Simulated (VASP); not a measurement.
Here is a VASP 6.6.1 calculation.

File INCAR:

```
SYSTEM = HC16
PREC = Accurate ; ENCUT = 520
EDIFF = 1E-7 ; ISMEAR = 0
SIGMA = 0.05 ; LREAL = Auto
LASPH = .True. ; NELM = 100
ALGO = Normal ; ISIF = 2
LWAVE = .False. ; LCHARG = .False.
GGA = PE ; IBRION = 2
NSW = 80 ; EDIFFG = -0.03
NELECT = 64.0
```

File KPOINTS:

```
Automatic mesh
0
Gamma
  3 3 3
  0 0 0
```

The input POSCAR:

```
HC16
1.0
    0.0000000000      3.5700000000      3.5700000000
    3.5700000000      0.0000000000      3.5700000000
    3.5700000000      3.5700000000      0.0000000000
C H
16 1
Direct
    0.0000000000      0.0000000000      0.0000000000
    0.1250000000      0.1250000000      0.1250000000
    0.0000000000      0.0000000000      0.5000000000
    0.1250000000      0.1250000000      0.6250000000
    0.0000000000      0.5000000000      0.0000000000
    0.1250000000      0.6250000000      0.1250000000
    0.0000000000      0.5000000000      0.5000000000
    0.1250000000      0.6250000000      0.6250000000
    0.5000000000      0.0000000000      0.0000000000
    0.6250000000      0.1250000000      0.1250000000
    0.5000000000      0.0000000000      0.5000000000
    0.6250000000      0.1250000000      0.6250000000
    0.5000000000      0.5000000000      0.0000000000
    0.6250000000      0.6250000000      0.1250000000
    0.5000000000      0.5000000000      0.5000000000
    0.6250000000      0.6250000000      0.6250000000
    0.3563405900      0.8993765700     -0.1319646900
```

Potentials or basis: VASP PAW PBE potentials, release 64 (C, H).

The run is started by

```sh
$ cat potpaw_PBE.64/C/POTCAR potpaw_PBE.64/H/POTCAR > POTCAR
$ mpirun -np 1 vasp_std > vasp.out
```

Task: Predict the energy gained by relaxing.

Result: 52.9 meV/atom.

Step by step:
```tsv
step	energy change (eV)	largest force (eV/Å)	pressure (GPa)
1	0.0000	1.3893	-13.82
2	0.2548	2.5072	-13.30
3	-0.1151	0.6667	-14.44
4	-0.1360	0.8022	-14.31
5	-0.1396	0.8787	-14.27
6	-0.1469	0.9164	-14.25
7	-0.1704	1.0209	-14.21
8	-0.2237	1.1860	-14.07
9	-0.3428	1.3814	-13.68
10	-0.5241	2.1690	-12.45
11	-0.1836	3.4750	-8.80
12	-0.5406	2.4381	-11.85
13	-0.5552	2.4075	-11.78
14	-0.5927	2.3180	-11.55
15	-0.6381	2.1240	-11.10
16	-0.6142	1.6922	-10.21
17	-0.6464	1.9747	-10.77
18	-0.6934	1.7571	-10.92
19	-0.7992	1.0875	-11.25
20	-0.8530	0.7387	-11.47
21	-0.8593	0.5908	-11.47
22	-0.8676	0.4412	-11.46
23	-0.8798	0.2700	-11.41
24	-0.8800	0.3119	-11.40
25	-0.8836	0.2063	-11.37
26	-0.8876	0.2696	-11.27
27	-0.8901	0.2442	-11.21
28	-0.8927	0.1743	-11.02
29	-0.8948	0.1302	-10.93
30	-0.8959	0.1404	-10.81
31	-0.8971	0.0889	-10.72
32	-0.8980	0.0990	-10.56
33	-0.8990	0.0749	-10.44
34	-0.8991	0.0651	-10.39
35	-0.8996	0.0331	-10.32
36	-0.8996	0.0296	-10.31
```

Caveat: the k points lie up to 0.51 Å⁻¹ apart; the cell carries a net charge on a neutralising background, which shifts energy and pressure; the cell is charged against a uniform background, so pressure and absolute levels hang on convention.
